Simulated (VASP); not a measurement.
A run of VASP 6.6.1 is set up as follows.

The input INCAR:

```
PREC = Accurate
ENCUT = 500
EDIFF = 1E-6
ISMEAR = 0
SIGMA = 0.1
LREAL = False
LASPH = True
NELM = 120
ALGO = Normal
ISIF = 2
LWAVE = False
LCHARG = False
GGA = PE
NBANDS = 26
GGA_COMPAT = False
```

KPOINTS

```
Automatic mesh
0
Gamma
  4 4 4
```

Contents of POSCAR:

```
Si4Se3
1.0
   -3.5808140342      3.5808140342      3.6076052938
    3.5808140342     -3.5808140342      3.6076052938
    3.5808140342      3.5808140342     -3.6076052938
Si Se
4 3
Direct
    0.9050235345      0.1416597791      0.2366362445
    0.9050235345      0.6683872900      0.7633637555
    0.1416597791      0.9050235345      0.2366362445
    0.6683872900      0.9050235345      0.7633637555
    0.6844518688      0.1844518688      0.5000000000
    0.1844518688      0.6844518688      0.5000000000
    0.6274147843      0.6274147843      0.0000000000
```

Potentials or basis: VASP PAW PBE potentials, release 64 (Si, Se).

Command:

```bash
$ cat potpaw_PBE.64/Si/POTCAR potpaw_PBE.64/Se/POTCAR > POTCAR
$ mpirun -np 1 vasp_std > vasp.out
```

Q: Estimate the largest force.

A: 0.125 eV/Å.

Q: Predict the pressure.

A: 0.4 GPa.

Stress tensor (GPa, compression positive):
```
0.18 0.00 0.00
0.00 0.18 0.00
0.00 0.00 0.81
```
